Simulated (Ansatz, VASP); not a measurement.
**MgO in VASP and in Ansatz**

```
Mg O
1.0
     0.00000    2.10500    2.10500
     2.10500    0.00000    2.10500
     2.10500    2.10500    0.00000
Mg O
1 1
Direct
  0.00000 0.00000 0.00000
  0.50000 0.50000 0.50000
```

Alike in both runs: task single point; functional PBE; k mesh 4 × 4 × 4; occupations fermi-dirac, width 0.02 eV; no spin polarisation.

|  | VASP | Ansatz |
| --- | --- | --- |
| version | VASP 6.6.1 | Ansatz 0.2 development build |
| potentials or method | VASP PAW PBE potentials, release 64 (Mg, O), cutoff 600 eV | all-electron full-potential LAPW, scalar-relativistic |

```csv
,VASP,Ansatz,Ansatz less VASP
gap on the k mesh at the Fermi level (eV),4.73,4.74,+0.010
```

Ansatz ran all-electron here, and VASP with PAW potentials.

The k mesh is coarse, so the values compare programs but aren't converged.
